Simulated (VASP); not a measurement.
# BeH2 (Fm-3m) in VASP: notebook

Aim: see how the results for BeH2 move with the level of theory and the settings. Levels: r2SCAN, r2SCAN+D4. Tasks: single point.

Everything below comes from runs of VASP 6.6.1. Logs are shortened: lines on timing, memory, paths and dates and some standing lists are left out, and cuts for length are marked.

**1. The cell of the first run**

Symmetry: Fm-3m, No. 225, cubic system. Conventional cell: a = 4.073 Å, b = 4.073 Å, c = 4.073 Å, α = 90.00°, β = 90.00°, γ = 90.00°. Within 2.3 Å of Be (site symmetry m-3m) lie 8 H at 1.76 Å. H (site symmetry -43m) has 4 Be at 1.76 Å and 6 H at 2.04 Å within 2.3 Å.

**2. Single point, r2SCAN**

File POSCAR:

```
BeH2
1.0
    0.0000000000      2.0364480000      2.0364480000
    2.0364480000      0.0000000000      2.0364480000
    2.0364480000      2.0364480000      0.0000000000
Be H
1 2
Direct
    0.0000000000      0.0000000000      0.0000000000
    0.2500000000      0.2500000000      0.2500000000
    0.7500000000      0.7500000000      0.7500000000
```

File INCAR.step1:

```
SYSTEM = BeH2
  PREC = Accurate
  ENCUT = 660
  ISMEAR = -1
  SIGMA = 0.1019
  LREAL = .FALSE.
  LASPH = .TRUE.
  NELM = 120
  NBANDS = 9
  GGA = PE
  ALGO = Normal
  EDIFF = 1E-5
  LWAVE = .TRUE.
  LCHARG = .FALSE.
  GGA_COMPAT = .FALSE.
```

File INCAR.step2:

```
SYSTEM = BeH2
  PREC = Accurate
  ENCUT = 660
  EDIFF = 1E-6
  ISMEAR = -1
  SIGMA = 0.1019
  LREAL = .FALSE.
  LASPH = .TRUE.
  NELM = 120
  ALGO = Normal
  ISIF = 2
  LWAVE = .FALSE.
  LCHARG = .TRUE.
  METAGGA = R2SCAN
  LMIXTAU = .TRUE.
  LELF = .TRUE.
  LVHAR = .TRUE.
  NBANDS = 9
  ISTART = 1
  GGA_COMPAT = .FALSE.
```

File KPOINTS:

```
regular mesh
0
G
  8 8 8
  0 0 0
```

Potentials or basis: VASP PAW PBE potentials, release 64 (Be, H).

Launch:

```sh
> cat potpaw_PBE.64/Be/POTCAR potpaw_PBE.64/H/POTCAR > POTCAR
> cp INCAR.step1 INCAR
> mpirun -np 1 vasp_std > vasp.out
> cp INCAR.step2 INCAR
> mpirun -np 1 vasp_std > vasp.out
```

OUTCAR:

```text
SYSTEM = BeH2
   PREC = Accurate
   ENCUT = 660
   EDIFF = 1E-6
   ISMEAR = -1
   LREAL = .FALSE.
   LASPH = .TRUE.
   NELM = 120
   ISIF = 2
   METAGGA = R2SCAN
   ISTART = 1

 ion  position               nearest neighbor table
   1  0.000  0.000  0.000-
   2  0.250  0.250  0.250-
   3  0.750  0.750  0.750-

  LATTYP: Found a face centered cubic cell.
 ALAT       =     4.0728960000

  Lattice vectors:

 A1 = (   0.0000000000,   2.0364480000,   2.0364480000)
 A2 = (   2.0364480000,   0.0000000000,   2.0364480000)
 A3 = (   2.0364480000,   2.0364480000,   0.0000000000)

Analysis of symmetry for initial positions (statically):
=====================================================================
 Subroutine PRICEL returns:
 Original cell was already a primitive cell.

 Routine SETGRP: Setting up the symmetry group for a
 face centered cubic supercell.

 Subroutine GETGRP returns: Found 48 space group operations
 (whereof 48 operations were pure point group operations)
 out of a pool of 48 trial point group operations.

The static configuration has the point symmetry O_h .

Analysis of symmetry for dynamics (positions and initial velocities):
=====================================================================
 Subroutine PRICEL returns:
 Original cell was already a primitive cell.

 Routine SETGRP: Setting up the symmetry group for a
 face centered cubic supercell.

 Subroutine GETGRP returns: Found 48 space group operations
 (whereof 48 operations were pure point group operations)
 out of a pool of 48 trial point group operations.

The dynamic configuration has the point symmetry O_h .

 Subroutine INISYM returns: Found 48 space group operations
 (whereof 48 operations are pure point group operations),
 and found     1 'primitive' translations

----------------------------------------------------------------------------------------

                                     Primitive cell

  volume of cell :      16.8908

  direct lattice vectors                    reciprocal lattice vectors
     0.000000000  2.036448000  2.036448000    -0.245525543  0.245525543  0.245525543
     2.036448000  0.000000000  2.036448000     0.245525543 -0.245525543  0.245525543
     2.036448000  2.036448000  0.000000000     0.245525543  0.245525543 -0.245525543

  length of vectors
     2.879972381  2.879972381  2.879972381     0.425262714  0.425262714  0.425262714

  position of ions in fractional coordinates (direct lattice)
     0.000000000  0.000000000  0.000000000
     0.250000000  0.250000000  0.250000000
     0.750000000  0.750000000  0.750000000

  ion indices of the primitive-cell ions
   primitive index   ion index
                 1           1
                 2           2
                 3           3

----------------------------------------------------------------------------------------

 KPOINTS: regular mesh

Automatic generation of k-mesh.
 Grid dimensions read from file:
 generate k-points for:    8    8    8

 Generating k-lattice:

  Cartesian coordinates                     Fractional coordinates (reciprocal lattice)
    -0.030690693  0.030690693  0.030690693     0.125000000  0.000000000  0.000000000
     0.030690693 -0.030690693  0.030690693     0.000000000  0.125000000  0.000000000
     0.030690693  0.030690693 -0.030690693     0.000000000  0.000000000  0.125000000

  Length of vectors
     0.053157839  0.053157839  0.053157839

  Shift w.r.t. Gamma in fractional coordinates (k-lattice)
     0.000000000  0.000000000  0.000000000

 Subroutine IBZKPT returns following result:
 ===========================================

 Found     29 irreducible k-points:

 Following reciprocal coordinates:
            Coordinates               Weight
  0.000000  0.000000  0.000000      1.000000
  0.125000  0.000000  0.000000      8.000000
  0.250000  0.000000  0.000000      8.000000
  0.375000  0.000000  0.000000      8.000000
  0.500000  0.000000  0.000000      4.000000
  0.125000  0.125000  0.000000      6.000000
[... 16 lines left out ...]
  0.500000  0.250000  0.125000     48.000000
 -0.375000  0.250000  0.125000     24.000000
 [... further k-points ...]
   k-points           NKPTS =     29   k-points in BZ     NKDIM =     29   number of bands    NBANDS=      9
   number of dos      NEDOS =    301   number of ions     NIONS =      3
   total plane-waves  NPLWV =  13824
   dimension x,y,z NGX =    24 NGY =   24 NGZ =   24
   dimension x,y,z NGXF=    48 NGYF=   48 NGZF=   48
   ions per type =               1   2
   NGX,Y,Z   is equivalent  to a cutoff of  13.85, 13.85, 13.85 a.u.
   NGXF,Y,Z  is equivalent  to a cutoff of  27.71, 27.71, 27.71 a.u.
 SYSTEM =  BeH2
   PREC   = accura    normal or accurate (medium, high low for compatibility)
   ISTART =      1    job   : 0-new  1-cont  2-samecut
   ICHARG =      0    charge: 1-file 2-atom 10-const
   ISPIN  =      1    spin polarized calculation?
   LNONCOLLINEAR =      F non collinear calculations
   LSORBIT =      F    spin-orbit coupling
   LASPH  =      T    aspherical Exc in radial PAW
   ENCUT  =  660.0 eV  48.51 Ry    6.96 a.u.   6.03  6.03  6.03*2*pi/ulx,y,z
   NELM   =    120;   NELMIN=  2; NELMDL=  0     # of ELM steps
   EDIFF  = 0.1E-05   stopping-criterion for ELM
   LREAL  =      F    real-space projection
   EDIFFG = 0.1E-04   stopping-criterion for IOM
   NSW    =      0    number of steps for IOM
   IBRION =     -1    ionic relax: 0-MD 1-quasi-New 2-CG
   NFREE  =      0    steps in history (QN), initial steepest desc. (CG)
   ISIF   =      2    stress and relaxation
   ISYM   =      2    0-nonsym 1-usesym 2-fastsym
   POTIM  = 0.5000    time-step for ionic-motion
   TEBEG  =    0.0;   TEEND  =   0.0 temperature during run
   PSTRESS=    0.0 pullay stress
   NELECT =       4.0000    total number of electrons
   NUPDOWN=      -1.0000    fix difference up-down
   EMIN   =  10.00;   EMAX   =-10.00  energy-range for DOS
   EFERMI =   0.00;   METHOD = LEGACY
   ISMEAR =    -1;   SIGMA  =   0.10  broadening in eV -4-tet -1-fermi 0-gaus
   EFERMI_NEDOS =   21; number of points for ismear=-14 and -15
   IALGO  =     38    algorithm
   IMIX   =      4    mixing-type and parameters
     AMIX     =   0.40;   BMIX     =  1.00
     AMIX_MAG =   1.60;   BMIX_MAG =  1.00
  volume/ion in A,a.u.               =       5.63        37.99
  Fermi-wavevector in a.u.,A,eV,Ry     =   1.012849  1.914008 13.957723  1.025864
  Thomas-Fermi vector in A             =   2.145983
   LORBIT       =      0    0 simple, 1 ext, 2 COOP (PROOUT), +10 PAW based schemes
   METAGGA = R2SCAN    functional components
   LHFCALC =     F    Hartree Fock is set to
   AEXX    =    0.0000 exact exchange contribution
   IVDW    =     0    specifies the selected vdW correction
   LEPSILON=     F    determine dielectric tensor
   LRPA    =     F    only Hartree local field effects (RPA)
 non-spin polarized calculation
  energy-cutoff  :      660.00
  volume of cell :       16.89
 maximum number of plane-waves:       660
   NGX = 13   NGY = 13   NGZ = 13

 number of electron       4.0000000 magnetization

 Free energy of the ion-electron system (eV)
  ---------------------------------------------------
  ext. energy  EPLUGINS =         0.00000000
  ---------------------------------------------------
  free energy    TOTEN  =        -9.84622894 eV

  energy without entropy =       -9.82958033  energy(sigma->0) =       -9.83790464

 E-fermi :   4.8675     XC(G=0): -10.2963

 val. band max:        4.8442296416   @ k =   0.2500   0.1250   0.0000
 cond. band min:       5.0433918569   @ k =  -0.2500   0.5000   0.2500
 fundamental gap:      0.1991622154
 Fermi energy:         4.8675054366

 k-point     1 :       0.0000    0.0000    0.0000
  band No.  band energies     occupation
      1      -9.2309      2.00000
      2       8.2562      0.00000
      3      14.5470      0.00000
      4      14.5470      0.00000
      5      14.5470      0.00000
      6      19.4293      0.00000
      7      19.4293      0.00000
      8      19.4293      0.00000
      9      24.4844      0.00000

 k-point     2 :       0.1250    0.0000    0.0000
  band No.  band energies     occupation
      1      -8.8603      2.00000
      2       7.0378      0.00000
      3      13.0135      0.00000
      4      13.9371      0.00000
      5      13.9371      0.00000
      6      20.3812      0.00000
      7      20.3812      0.00000
      8      21.7209      0.00000
      9      23.5827      0.00000

 k-point     3 :       0.2500    0.0000    0.0000
  band No.  band energies     occupation
      1      -7.7496      2.00000
      2       3.6780      1.99998
      3      12.8074      0.00000
      4      13.0201      0.00000
      5      13.0201      0.00000
      6      19.3314      0.00000
      7      20.7069      0.00000
      8      20.7069      0.00000
      9      26.2565      0.00000

 k-point     4 :       0.3750    0.0000    0.0000
  band No.  band energies     occupation
      1      -5.9092      2.00000
      2      -0.0204      2.00000
      3      12.4396      0.00000
      4      12.4396      0.00000
      5      13.7744      0.00000
      6      17.0839      0.00000
      7      19.5238      0.00000
      8      19.5238      0.00000
      9      27.3931      0.00000
[... 205 lines left out ...]
 k-point    22 :       0.3750    0.2500    0.1250
  band No.  band energies     occupation
      1      -6.8063      2.00000
      2       3.0967      2.00000
      3       8.9132      0.00000
      4      11.3862      0.00000
      5      12.8535      0.00000
      6      17.1543      0.00000
      7      22.5669      0.00000
      8      24.2096      0.00000
      9      27.1696      0.00000

 k-point    23 :       0.5000    0.2500    0.1250
  band No.  band energies     occupation
      1      -5.0305      2.00000
      2       0.3188      2.00000
      3       7.9655      0.00000
      4       9.5526      0.00000
      5      14.0931      0.00000
      6      16.6294      0.00000
      7      22.0815      0.00000
      8      24.8268      0.00000
      9      27.3096      0.00000

 k-point    24 :      -0.3750    0.2500    0.1250
  band No.  band energies     occupation
      1      -2.8660      2.00000
      2      -2.3089      2.00000
      3       8.2173      0.00000
      4       8.4226      0.00000
      5      14.6611      0.00000
      6      16.3634      0.00000
      7      22.7340      0.00000
      8      23.4584      0.00000
      9      28.2895      0.00000

 [... further k-points ...]
[... 5 lines left out ...]
  --------------------------------------------------------------------------------------
  -------------------------------------------------------------------------------------
  Total       -0.8074194     -0.8074194     -0.8074194      0.0000000     -0.0000000      0.0000000
  in kB      -76.5878324    -76.5878324    -76.5878324      0.0000000     -0.0000000      0.0000000
  external PRESSURE =     -76.5878324 kB  Pullay stress =       0.0000000 kB

 VOLUME and BASIS-vectors are now :
 -----------------------------------------------------------------------------
  energy-cutoff  :      660.00
  volume of cell :       16.89
      direct lattice vectors                 reciprocal lattice vectors
     0.000000000  2.036448000  2.036448000    -0.245525543  0.245525543  0.245525543
     2.036448000  0.000000000  2.036448000     0.245525543 -0.245525543  0.245525543
     2.036448000  2.036448000  0.000000000     0.245525543  0.245525543 -0.245525543

 POSITION                                       TOTAL-FORCE (eV/Angst)
 -----------------------------------------------------------------------------------
      0.00000      0.00000      0.00000        -0.000000     -0.000000      0.000000
      1.01822      1.01822      1.01822         0.000000      0.000000      0.000000
      3.05467      3.05467      3.05467        -0.000000     -0.000000     -0.000000
 -----------------------------------------------------------------------------------
    total drift:                                0.000000      0.000000      0.000000

  FREE ENERGIE OF THE ION-ELECTRON SYSTEM (eV)
  ---------------------------------------------------
  free  energy   TOTEN  =        -9.8462289386 eV

  energy  without entropy=       -9.8295803335  energy(sigma->0) =       -9.83790464
```

Wall time 22 s (1 thread of Intel Xeon Platinum 8488C (Sapphire Rapids), shared host); peak memory 0.13 GiB.

Results:

| Property | Result |
| --- | --- |
| Free energy | -9.8462 eV |
| Pressure | -7.7 GPa |
| Band gap on the k mesh | zero (band 2 reaches 8.26 eV, above the bottom of band 3 at 3.88 eV) |

Levels at points of the mesh, in eV from the Fermi level:
| k point | band 1 | band 2 | band 3 | band 4 | band 5 |
| --- | --- | --- | --- | --- | --- |
| (0.00, 0.00, 0.00) | -14.10 | 3.39 | 9.68 | 9.68 | 9.68 |
| (0.50, 0.00, 0.00) | -8.59 | -7.74 | 7.39 | 7.39 | 10.16 |
| (0.50, 0.50, 0.00) | -8.63 | -1.69 | -0.99 | 3.17 | 3.17 |

Caveat: the PAW data sets were made with another functional, which shifts forces and pressure a little.

(Continued in part 2 of 2.)
